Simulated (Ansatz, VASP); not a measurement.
WS2: VASP beside Ansatz

```xyz
3
Lattice="3.1238 0.0000 0.0000 -1.5619 2.7053 0.0000 0.0000 0.0000 30.0800" Properties=species:S:1:pos:R:3 pbc="T T T"
S     1.5619    0.9018    6.9975
S     1.5619    0.9018   10.1425
W     0.0000    1.8036    8.5700
```

Alike in both runs: functional PBEsol; dispersion D3(BJ); k mesh 12 × 12 × 1; occupations gaussian, width 0.03 eV; no spin polarisation.

Ansatz relaxed the structure, and its values are those at the end. VASP's run is a single point on that final structure, the one shown.

|  | VASP | Ansatz |
| --- | --- | --- |
| version | VASP 6.6.1 | Ansatz 0.2.0 |
| potentials or method | VASP PAW PBE potentials, release 64 (S, W_sv), cutoff 400 eV | scalar-relativistic, plane waves, PAW |
| valence electrons in the cell | 26 | 26 |

```csv
,VASP,Ansatz,Ansatz less VASP
gap on the k mesh at the Fermi level (eV),1.99,1.99,0.000
least direct gap on the mesh (eV),2.04,2.04,-0.004
rms of the force components (eV/Å),0.009,0.000,-0.0090
```

VASP's potentials were made for PBE, not for PBEsol, and Ansatz warns of the same on its side. Ansatz's warnings: slab cell height set, structure snapped to symmetry.

Spin-orbit coupling is off throughout.
